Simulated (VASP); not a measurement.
Wanted: the native input for a VASP 6.6.1 run.

```yaml
Task: single point
Functional: PBEsol
Potentials_or_basis: VASP PAW PBE potentials, release 64 (Fe)
Cutoff: 520 eV
k_mesh: 14 × 14 × 8
Occupations: fermi-dirac, width 0.1 eV
Spin: no spin polarisation
Dipole_correction: no
k_mesh_for_the_DOS: 21 × 21 × 12
Occupations_for_the_DOS: tetrahedron
Further_INCAR_settings: ALGO = Normal; EDIFF = 1e-07
```

Crystal: Fe.

```
Fe
1.0
     2.34700    0.00000    0.00000
    -1.17350    2.03256    0.00000
     0.00000    0.00000    3.79700
Fe
2
Cartesian
  0.0000 1.3550 0.9493
  1.1735 0.6775 2.8478
```

This isn't the form of Fe at room conditions, which is bcc.

One way to write it, as run:

POSCAR

```
Fe
1.0
    2.3470000000      0.0000000000      0.0000000000
   -1.1735000000      2.0325616227      0.0000000000
    0.0000000000      0.0000000000      3.7970000000
Fe
2
Direct
    0.3333333333      0.6666666667      0.2500000000
    0.6666666667      0.3333333333      0.7500000000
```

INCAR.step1

```
ALGO = Normal
EDIFF = 1E-7
ENCUT = 520
GGA = PS
ISIF = 2
ISMEAR = -1
LASPH = True
LCHARG = True
LMAXMIX = 4
LREAL = False
LWAVE = False
NBANDS = 15
NELM = 100
PREC = Accurate
SIGMA = 0.1
```

KPOINTS.step1

```
k-points
0
Gamma
  14 14 8
```

INCAR.step2

```
ALGO = Normal
EDIFF = 1E-7
ENCUT = 520
GGA = PS
ICHARG = 11
ISIF = 2
ISMEAR = -5
LASPH = True
LCHARG = False
LMAXMIX = 4
LORBIT = 11
LREAL = False
LWAVE = False
NEDOS = 2001
NELM = 100
PREC = Accurate
SIGMA = 0.1
```

KPOINTS.step2

```
k-points
0
Gamma
  21 21 12
```

Potentials or basis: VASP PAW PBE potentials, release 64 (Fe).

Launch:

```sh
$ cat potpaw_PBE.64/Fe/POTCAR > POTCAR
$ cp INCAR.step1 INCAR
$ cp KPOINTS.step1 KPOINTS
$ mpirun -np 1 vasp_std > vasp.out
$ cp INCAR.step2 INCAR
$ cp KPOINTS.step2 KPOINTS
$ mpirun -np 1 vasp_std > vasp.out
```

It gave:

| Item | Value |
| --- | --- |
| Valence electrons inside the program's atomic spheres | Fe 7.85 |

Caveat: the run has no spin polarisation, though such a crystal can be magnetic.

It took 120 s on 1 thread of Intel Xeon 8259CL (shared host), peak memory 0.19 GiB.
